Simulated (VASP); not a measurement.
Set up this calculation in VASP 6.6.1, as the native input.

```
Task                   : single point
Functional             : PBEsol
Potentials or basis    : VASP PAW PBE potentials, release 64 (Cd, S)
Cutoff                 : 520 eV
k mesh                 : 8 × 8 × 5
Occupations            : fermi-dirac, width 0.05 eV
Spin                   : no spin polarisation
Dipole correction      : no
Further INCAR settings : ALGO = Normal; EDIFF = 1e-07; NBANDS = 22
```

The structure of Cd2S lies in POSCAR:

```
Cd2S
1.0
    3.9626700490      0.0000000000      0.0000000000
   -1.9813350245      3.4317729293      0.0000000000
    0.0000000000      0.0000000000      5.8091920000
Cd S
2 1
Direct
    0.3333333333      0.6666666667      0.9327170000
    0.6666666667      0.3333333333      0.5787350000
    0.3333333333      0.6666666667      0.3657050000
```

One way to write it, as run:

INCAR

```
SYSTEM = Cd2S
PREC = Accurate ; ENCUT = 520
EDIFF = 1E-7 ; ISMEAR = -1
SIGMA = 0.05 ; LREAL = .False.
LASPH = .True. ; NELM = 80
ALGO = Normal ; ISIF = 2
LWAVE = .False. ; LCHARG = .False.
GGA = PS ; NBANDS = 22
```

KPOINTS

```
Automatic mesh
0
Gamma
  8 8 5
  0 0 0
```

Potentials or basis: VASP PAW PBE potentials, release 64 (Cd, S).

Launch:

```console
$ cat potpaw_PBE.64/Cd/POTCAR potpaw_PBE.64/S/POTCAR > POTCAR
$ mpirun -np 1 vasp_std > vasp.out
```

It gave:

* Pressure: -2.7 GPa
* Largest force: 0.119 eV/Å
* Band gap on the k mesh: 0.22 eV, indirect (least direct gap 0.56 eV)

Caveat: the PAW data sets were made with another functional, which shifts forces and pressure a little.

It took 62 s on 1 thread of Intel(R) Xeon(R) Platinum 8488C (Sapphire Rapids), with other jobs on the host, peak memory 0.22 GiB.
